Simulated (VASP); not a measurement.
# Cu (Cmcm) in VASP: notebook

The runs below take Cu through single point, with PBEsol.

All numbers are computed with VASP 6.6.1; they aren't measurements. Logs are shortened: lines on timing, memory, paths and dates and some standing lists are left out, and cuts for length are marked.

### 1 The cell of the first run

It takes space group Cmcm (No. 63, orthorhombic). Conventional cell: a = 2.430 Å, b = 7.920 Å, c = 2.468 Å, α = 90.00°, β = 90.00°, γ = 90.00°. Within 3.2 Å of Cu (site symmetry m2m) lie 10 Cu at 2.43 to 2.53 Å.

### 2 Single point, PBEsol

INCAR reads:

```
PREC     = Accurate       # precision mode
ENCUT    = 520            # plane-wave cutoff, eV
EDIFF    = 1E-6           # SCF threshold, eV
ISMEAR   = 0              # smearing method
SIGMA    = 0.15           # smearing width, eV
LREAL    = F              # projectors in reciprocal space
LASPH    = T              # aspherical terms in the spheres
NELM     = 60             # most SCF steps
ALGO     = Fast           # electronic algorithm
ISIF     = 2              # what is computed and relaxed
LWAVE    = F              # write WAVECAR
LCHARG   = F              # write CHGCAR
GGA      = PS             # functional
NBANDS   = 18             # bands
```

KPOINTS reads:

```
Automatic mesh
0
Gamma
  14 14 14
```

POSCAR reads:

```
Cu
1.0
    1.2147975457     -3.9598457492      0.0000000000
    1.2147975457      3.9598457492      0.0000000000
    0.0000000000      0.0000000000      2.4677050578
Cu
2
Direct
    0.1338530443      0.8661469557      0.2500000000
    0.8661469557      0.1338530443      0.7500000000
```

Potentials or basis: VASP PAW PBE potentials, release 64 (Cu).

On the command line:

```sh
cat potpaw_PBE.64/Cu/POTCAR > POTCAR
mpirun -np 1 vasp_std > vasp.out
```

OUTCAR:

```text
PREC = Accurate
   ENCUT = 520
   EDIFF = 1E-6
   ISMEAR = 0
   LREAL = F
   LASPH = T
   NELM = 60
   ISIF = 2
   GGA = PS

 ion  position               nearest neighbor table
   1  0.134  0.866  0.250-   2 2.45   2 2.45   2 2.53   2 2.53   2 2.53   2 2.53
   2  0.866  0.134  0.750-   1 2.45   1 2.45   1 2.53   1 2.53   1 2.53   1 2.53

  LATTYP: Found a base centered orthorhombic cell.
 ALAT       =     2.4295950914
 B/A-ratio  =     3.2596754605
 C/A-ratio  =     1.0156857274

  Lattice vectors:

 A1 = (   1.2147975457,  -3.9598457492,   0.0000000000)
 A2 = (   1.2147975457,   3.9598457492,   0.0000000000)
 A3 = (   0.0000000000,   0.0000000000,   2.4677050578)

Analysis of symmetry for initial positions (statically):
=====================================================================
 Subroutine PRICEL returns:
 Original cell was already a primitive cell.

 Routine SETGRP: Setting up the symmetry group for a
 base centered orthorhombic supercell.

 Subroutine GETGRP returns: Found  8 space group operations
 (whereof  4 operations were pure point group operations)
 out of a pool of  8 trial point group operations.

The static configuration has the point symmetry C_2h.
 The point group associated with its full space group is D_2h.

Analysis of symmetry for dynamics (positions and initial velocities):
=====================================================================
 Subroutine PRICEL returns:
 Original cell was already a primitive cell.

 Routine SETGRP: Setting up the symmetry group for a
 base centered orthorhombic supercell.

 Subroutine GETGRP returns: Found  8 space group operations
 (whereof  4 operations were pure point group operations)
 out of a pool of  8 trial point group operations.

The dynamic configuration has the point symmetry C_2h.
 The point group associated with its full space group is D_2h.

 Subroutine INISYM returns: Found  8 space group operations
 (whereof  4 operations are pure point group operations),
 and found     1 'primitive' translations

----------------------------------------------------------------------------------------

                                     Primitive cell

  volume of cell :      23.7414

  direct lattice vectors                    reciprocal lattice vectors
     1.214797546 -3.959845749  0.000000000     0.411591217 -0.126267545  0.000000000
     1.214797546  3.959845749  0.000000000     0.411591217  0.126267545  0.000000000
     0.000000000  0.000000000  2.467705058     0.000000000  0.000000000  0.405234814

  length of vectors
     4.141993655  4.141993655  2.467705058     0.430523893  0.430523893  0.405234814

  position of ions in fractional coordinates (direct lattice)
     0.133853044  0.866146956  0.250000000
     0.866146956  0.133853044  0.750000000

  ion indices of the primitive-cell ions
   primitive index   ion index
                 1           1
                 2           2

----------------------------------------------------------------------------------------

 KPOINTS: Automatic mesh

Automatic generation of k-mesh.
 Grid dimensions read from file:
 generate k-points for:   14   14   14

 Generating k-lattice:

  Cartesian coordinates                     Fractional coordinates (reciprocal lattice)
     0.029399373 -0.009019110  0.000000000     0.071428571  0.000000000  0.000000000
     0.029399373  0.009019110  0.000000000     0.000000000  0.071428571  0.000000000
     0.000000000  0.000000000  0.028945344     0.000000000  0.000000000  0.071428571

  Length of vectors
     0.030751707  0.030751707  0.028945344

  Shift w.r.t. Gamma in fractional coordinates (k-lattice)
     0.000000000  0.000000000  0.000000000

 Subroutine IBZKPT returns following result:
 ===========================================

 Found    456 irreducible k-points:

 Following reciprocal coordinates:
            Coordinates               Weight
  0.000000  0.000000  0.000000      1.000000
  0.071429 -0.000000  0.000000      4.000000
  0.142857  0.000000  0.000000      4.000000
  0.214286  0.000000  0.000000      4.000000
  0.285714  0.000000  0.000000      4.000000
  0.357143  0.000000  0.000000      4.000000
[... 16 lines left out ...]
  0.214286  0.142857  0.000000      4.000000
  0.285714  0.142857  0.000000      4.000000
 [... further k-points ...]
   k-points           NKPTS =    456   k-points in BZ     NKDIM =    456   number of bands    NBANDS=     18
   number of dos      NEDOS =    301   number of ions     NIONS =      2
   total plane-waves  NPLWV =  18432
   dimension x,y,z NGX =    32 NGY =   32 NGZ =   18
   dimension x,y,z NGXF=    64 NGYF=   64 NGZF=   36
   ions per type =               2
   NGX,Y,Z   is equivalent  to a cutoff of  12.84, 12.84, 12.13 a.u.
   NGXF,Y,Z  is equivalent  to a cutoff of  25.69, 25.69, 24.25 a.u.
 SYSTEM =  unknown system
   PREC   = accura    normal or accurate (medium, high low for compatibility)
   ISTART =      0    job   : 0-new  1-cont  2-samecut
   ICHARG =      2    charge: 1-file 2-atom 10-const
   ISPIN  =      1    spin polarized calculation?
   LNONCOLLINEAR =      F non collinear calculations
   LSORBIT =      F    spin-orbit coupling
   LASPH  =      T    aspherical Exc in radial PAW
   ENCUT  =  520.0 eV  38.22 Ry    6.18 a.u.   7.70  7.70  4.59*2*pi/ulx,y,z
   NELM   =     60;   NELMIN=  2; NELMDL= -5     # of ELM steps
   EDIFF  = 0.1E-05   stopping-criterion for ELM
   LREAL  =      F    real-space projection
   EDIFFG = 0.1E-04   stopping-criterion for IOM
   NSW    =      0    number of steps for IOM
   IBRION =     -1    ionic relax: 0-MD 1-quasi-New 2-CG
   NFREE  =      0    steps in history (QN), initial steepest desc. (CG)
   ISIF   =      2    stress and relaxation
   ISYM   =      2    0-nonsym 1-usesym 2-fastsym
   POTIM  = 0.5000    time-step for ionic-motion
   TEBEG  =    0.0;   TEEND  =   0.0 temperature during run
   PSTRESS=    0.0 pullay stress
   NELECT =      22.0000    total number of electrons
   NUPDOWN=      -1.0000    fix difference up-down
   EMIN   =  10.00;   EMAX   =-10.00  energy-range for DOS
   EFERMI =   0.00;   METHOD = LEGACY
   ISMEAR =     0;   SIGMA  =   0.15  broadening in eV -4-tet -1-fermi 0-gaus
   EFERMI_NEDOS =   21; number of points for ismear=-14 and -15
   IALGO  =     68    algorithm
   IMIX   =      4    mixing-type and parameters
     AMIX     =   0.40;   BMIX     =  1.00
     AMIX_MAG =   1.60;   BMIX_MAG =  1.00
  volume/ion in A,a.u.               =      11.87        80.11
  Fermi-wavevector in a.u.,A,eV,Ry     =   1.596053  3.016102 34.659270  2.547384
  Thomas-Fermi vector in A             =   2.693875
   LORBIT       =      0    0 simple, 1 ext, 2 COOP (PROOUT), +10 PAW based schemes
   GGA     = PS    functional components
   LHFCALC =     F    Hartree Fock is set to
   AEXX    =    0.0000 exact exchange contribution
   IVDW    =     0    specifies the selected vdW correction
   LEPSILON=     F    determine dielectric tensor
   LRPA    =     F    only Hartree local field effects (RPA)
 non-spin polarized calculation
 RMM-DIIS sequential band-by-band and
 Gauss-broadening in eV      SIGMA  =   0.15
  energy-cutoff  :      520.00
  volume of cell :       23.74
 maximum number of plane-waves:       662
   NGX = 15   NGY = 15   NGZ =  9

 number of electron      21.9999987 magnetization

 Free energy of the ion-electron system (eV)
  ---------------------------------------------------
  ext. energy  EPLUGINS =         0.00000000
  ---------------------------------------------------
  free energy    TOTEN  =        -8.30412202 eV

  energy without entropy =       -8.29743920  energy(sigma->0) =       -8.30078061

 E-fermi :   7.3282     XC(G=0): -12.8437

 val. band max:        7.3217858387   @ k =  -0.2143   0.1429   0.5000
 cond. band min:       7.3312905377   @ k =   0.5000   0.0000   0.1429
 fundamental gap:      0.0095046990
 Fermi energy:         7.3281515800

 k-point     1 :       0.0000    0.0000    0.0000
  band No.  band energies     occupation
      1      -2.0193      2.00000
      2       2.3069      2.00000
      3       3.0797      2.00000
      4       3.5679      2.00000
      5       4.2819      2.00000
      6       4.5572      2.00000
[... 10 lines left out ...]
     17      27.0064      0.00000
     18      28.9903      0.00000

 k-point     2 :       0.0714   -0.0000    0.0000
  band No.  band energies     occupation
      1      -1.8708      2.00000
      2       2.3634      2.00000
      3       3.1358      2.00000
      4       3.6194      2.00000
      5       4.2990      2.00000
      6       4.5513      2.00000
[... 10 lines left out ...]
     17      27.5547      0.00000
     18      30.6785      0.00000

 k-point     3 :       0.1429    0.0000    0.0000
  band No.  band energies     occupation
      1      -1.4330      2.00000
      2       2.5121      2.00000
      3       3.2923      2.00000
      4       3.7637      2.00000
      5       4.3463      2.00000
      6       4.4439      2.00000
[... 10 lines left out ...]
     17      27.8329      0.00000
     18      31.0913      0.00000

 k-point     4 :       0.2143    0.0000    0.0000
  band No.  band energies     occupation
      1      -0.7318      2.00000
      2       2.6986      2.00000
      3       3.4980      2.00000
      4       3.8183      2.00000
      5       4.1972      2.00000
      6       4.4113      2.00000
[... 375 lines left out ...]
      4       3.7355      2.00000
      5       4.3456      2.00000
      6       4.4251      2.00000
[... 10 lines left out ...]
     17      28.3760      0.00000
     18      32.4302      0.00000

 k-point    23 :       0.2143    0.1429    0.0000
  band No.  band energies     occupation
      1       0.9470      2.00000
      2       3.0220      2.00000
      3       3.2888      2.00000
      4       3.7569      2.00000
      5       4.3805      2.00000
      6       4.4503      2.00000
[... 10 lines left out ...]
     17      28.7820      0.00000
     18      30.5578      0.00000

 k-point    24 :       0.2857    0.1429    0.0000
  band No.  band energies     occupation
      1       1.7763      2.00000
      2       2.9488      2.00000
      3       3.3087      2.00000
      4       3.7940      2.00000
      5       4.3292      2.00000
      6       4.4560      2.00000
[... 10 lines left out ...]
     17      28.0077      0.00000
     18      29.3128      0.00000

 [... further k-points ...]
[... 5 lines left out ...]
  --------------------------------------------------------------------------------------
  -------------------------------------------------------------------------------------
  Total        0.1571071      0.1301912      0.2128673      0.0000000     -0.0000000      0.0000000
  in kB       10.6023182      8.7859107     14.3652823      0.0000000     -0.0000000      0.0000000
  external PRESSURE =      11.2511704 kB  Pullay stress =       0.0000000 kB

 VOLUME and BASIS-vectors are now :
 -----------------------------------------------------------------------------
  energy-cutoff  :      520.00
  volume of cell :       23.74
      direct lattice vectors                 reciprocal lattice vectors
     1.214797546 -3.959845749  0.000000000     0.411591217 -0.126267545  0.000000000
     1.214797546  3.959845749  0.000000000     0.411591217  0.126267545  0.000000000
     0.000000000  0.000000000  2.467705058     0.000000000  0.000000000  0.405234814

 POSITION                                       TOTAL-FORCE (eV/Angst)
 -----------------------------------------------------------------------------------
      1.21480      2.89977      0.61693         0.000000      0.003350     -0.000000
      1.21480     -2.89977      1.85078         0.000000     -0.003350      0.000000
 -----------------------------------------------------------------------------------
    total drift:                               -0.000000      0.000000     -0.000000

  FREE ENERGIE OF THE ION-ELECTRON SYSTEM (eV)
  ---------------------------------------------------
  free  energy   TOTEN  =        -8.3041220242 eV

  energy  without entropy=       -8.2974391976  energy(sigma->0) =       -8.30078061
```

It took 2 min on 1 thread of Intel Xeon Platinum 8488C (Sapphire Rapids), shared host; peak memory 0.28 GiB.

What came out:

```
Free energy            : -8.3041 eV
Pressure               : 1.1 GPa
Largest force          : 0.003 eV/Å
Band gap on the k mesh : zero (band 11 reaches 11.34 eV, above the bottom of band 12 at 5.69 eV)
```

Forces in eV/Å, atoms in the order of the input:
```
Cu   0.000  0.003  0.000
Cu   0.000 -0.003  0.000
```

Levels at points of the mesh, in eV from the Fermi level:
```csv
k point,band 8,band 9,band 10,band 11,band 12,band 13,band 14,band 15
"(0.00, 0.00, 0.00)",-2.03,-1.83,-1.69,-1.44,-0.09,4.87,14.80,18.48
"(0.50, 0.00, 0.00)",-2.51,-2.12,-1.65,-0.48,1.29,2.53,6.93,12.98
"(0.50, 0.50, 0.00)",-2.32,-2.30,-1.92,-1.59,-1.52,13.72,15.40,15.62
"(0.00, 0.00, 0.50)",-2.74,-1.71,-1.71,-0.01,-0.01,8.24,8.24,9.49
"(0.50, 0.00, 0.50)",-1.82,-1.26,-1.26,3.71,3.71,7.52,7.52,9.71
"(0.50, 0.50, 0.50)",-1.99,-1.55,-1.55,-1.00,-1.00,3.74,3.74,18.02
```

Caveat: the PAW data sets were made with another functional, which shifts forces and pressure a little.

[end of part 1 of 2]
